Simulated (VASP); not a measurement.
Write the native input for VASP 6.6.1 that does the following.

| Item | Value |
| --- | --- |
| Task | single point |
| Functional | PBE |
| Potentials or basis | VASP PAW PBE potentials, release 64 (Se) |
| Cutoff | 400 eV |
| k mesh | 13 × 13 × 13 |
| Occupations | methfessel-paxton, width 0.1 eV |
| Spin | no spin polarisation |
| Dipole correction | no |
| k mesh for the DOS | 20 × 20 × 20 |
| Occupations for the DOS | tetrahedron |
| Further INCAR settings | ALGO = Normal; EDIFF = 1e-06 |

The system is Se.

```xyz
1
Lattice="-1.4038 1.4038 1.4038 1.4038 -1.4038 1.4038 1.4038 1.4038 -1.4038" Properties=species:S:1:pos:R:3 pbc="T T T"
Se    0.0000    0.0000    0.0000
```

This isn't the form of Se at room conditions, which is trigonal, of chains.

One way to write it, as run:

POSCAR

```
Se
1.0
   -1.4038000000      1.4038000000      1.4038000000
    1.4038000000     -1.4038000000      1.4038000000
    1.4038000000      1.4038000000     -1.4038000000
Se
1
Direct
    0.0000000000      0.0000000000      0.0000000000
```

INCAR.step1

```
  PREC = Accurate
  ENCUT = 400
  EDIFF = 1E-6
  ISMEAR = 1
  SIGMA = 0.1
  LREAL = False
  LASPH = True
  NELM = 120
  ALGO = Normal
  ISIF = 2
  LWAVE = False
  LCHARG = True
  GGA = PE
  NBANDS = 9
  GGA_COMPAT = False
  NEDOS = 2001
  LORBIT = 11
```

KPOINTS.step1

```
regular mesh
0
Gamma
  13 13 13
```

INCAR.step2

```
  PREC = Accurate
  ENCUT = 400
  EDIFF = 1E-6
  ISMEAR = -5
  SIGMA = 0.1
  LREAL = False
  LASPH = True
  NELM = 120
  ALGO = Normal
  ISIF = 2
  LWAVE = False
  LCHARG = False
  GGA = PE
  LORBIT = 11
  NEDOS = 1001
  ICHARG = 11
  GGA_COMPAT = False
```

KPOINTS.step2

```
regular mesh
0
Gamma
  20 20 20
```

Potentials or basis: VASP PAW PBE potentials, release 64 (Se).

Launch:

```bash
$ cat potpaw_PBE.64/Se/POTCAR > POTCAR
$ cp INCAR.step1 INCAR
$ cp KPOINTS.step1 KPOINTS
$ mpirun -np 1 vasp_std > vasp.out
$ cp INCAR.step2 INCAR
$ cp KPOINTS.step2 KPOINTS
$ mpirun -np 1 vasp_std > vasp.out
```

Results of the run:

```yaml
Valence_electrons_inside_the_program's_atomic_spheres: Se 4.21
```

Wall time 24 s on 1 thread of Intel Xeon 8259CL, on a shared host, peak memory 0.13 GiB.
